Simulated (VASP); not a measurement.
A run of VASP 6.6.1 is set up as follows.

The input INCAR:

```
  PREC = Accurate
  ENCUT = 600
  EDIFF = 1E-7
  ISMEAR = 0
  SIGMA = 0.02
  LREAL = False
  LASPH = True
  NELM = 80
  ALGO = Normal
  ISIF = 3
  LWAVE = False
  LCHARG = False
  GGA = PE
  IVDW = 12
  IBRION = 2
  NSW = 100
  EDIFFG = -0.005
```

File KPOINTS:

```
regular mesh
0
Gamma
  12 12 8
```

The input POSCAR:

```
PtS2
1.0
    3.5431994758      0.0000000000      0.0000000000
   -1.7715997379      3.0685007567      0.0000000000
    0.0000000000      0.0000000000      5.0388000000
Pt S
1 2
Direct
    0.0000000000      0.0000000000      0.0000000000
    0.3333333333      0.6666666667      0.2500000000
    0.6666666667      0.3333333333      0.7500000000
```

Potentials or basis: VASP PAW PBE potentials, release 64 (Pt, S).

Command:

```bash
$ cat potpaw_PBE.64/Pt/POTCAR potpaw_PBE.64/S/POTCAR > POTCAR
$ mpirun -np 1 vasp_std > vasp.out
```

Predict the space group after relaxing (to 0.05 Å).

P-3m1 (No. 164).

What does it give for the band gap on the k mesh?

0.11 eV, indirect (least direct gap 0.70 eV).

Final structure:
```
Pt S
1.0
     3.57840    0.00000    0.00000
    -1.78920    3.09899    0.00000
     0.00000    0.00000    4.68265
Pt S
1 2
Cartesian
  0.0000 0.0000 0.0000
  0.0000 2.0660 1.2060
  1.7892 1.0330 3.4767
```

Caveat: spin-orbit coupling is left out, which moves the levels of the heavy elements. A k mesh can miss the band edges.
